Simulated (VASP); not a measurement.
The system is Ga2PdS3.

```xyz
6
Lattice="3.8341 0.0000 0.0000 0.0000 3.8341 0.0000 0.0000 0.0000 8.4469" Properties=species:S:1:pos:R:3 pbc="T T T"
Ga    0.0000    1.9170    6.1789
Ga    1.9170    0.0000    2.2680
Pd    0.0000    0.0000    0.0000
S     0.0000    1.9170    3.2394
S     1.9170    0.0000    5.2075
S     1.9170    1.9170    0.0000
```

The cell was built from a structure type or drawn by symmetry, and may not be a known phase.

```yaml
Program: VASP 6.6.1
Task: relaxation of cell and atoms
Functional: PBE
Potentials_or_basis: VASP PAW PBE potentials, release 64 (Ga_d, Pd, S)
Cutoff: 600 eV
k_mesh: 4 × 4 × 2
Occupations: gaussian, width 0.1 eV
Spin: no spin polarisation
```

At the start: pressure -11.0 GPa; volume 20.70 Å³/atom.

Q: How do energy, volume and symmetry change on relaxing?

A: Over 13 steps the energy falls by 316.1 meV/atom and the volume is 18.81 Å³/atom (-9.1 %); space group P-4m2 (No. 115, to 0.1 Å) before and after.

The path:
| step | energy change (eV) | largest force (eV/Å) | pressure (GPa) | volume (Å³) |
| --- | --- | --- | --- | --- |
| 1 | 0.0000 | 1.0910 | -10.97 | 124.17 |
| 2 | -1.2650 | 1.1086 | 1.66 | 100.34 |
| 3 | -1.2657 | 1.0992 | 2.21 | 99.79 |
| 4 | -1.5261 | 0.7269 | 2.97 | 100.13 |
| 5 | -1.7162 | 0.4385 | 6.56 | 100.75 |
| 6 | -1.8462 | 0.3685 | 1.01 | 107.84 |
| 7 | -1.8496 | 0.3211 | -0.19 | 109.82 |
| 8 | -1.8498 | 0.3286 | 0.02 | 109.48 |
| 9 | -1.8656 | 0.2769 | 0.15 | 109.88 |
| 10 | -1.8907 | 0.1294 | 0.74 | 111.03 |
| 11 | -1.8918 | 0.0941 | 0.93 | 111.32 |
| 12 | -1.8946 | 0.0522 | -0.70 | 113.87 |
| 13 | -1.8965 | 0.0394 | -0.09 | 112.86 |

Final structure:
```
CELL_PARAMETERS angstrom
3.45584 0.00000 0.00000
0.00000 3.45584 0.00000
0.00000 0.00000 9.44988
ATOMIC_POSITIONS crystal
Ga 0.00000 0.50000 0.69388
Ga 0.50000 0.00000 0.30612
Pd 0.00000 0.00000 0.00000
S 0.00000 0.50000 0.35197
S 0.50000 0.00000 0.64803
S 0.50000 0.50000 0.00000
```

Caveat: the k points lie up to 0.45 Å⁻¹ apart in the final cell, too coarse for converged energies and pressures of a metal.
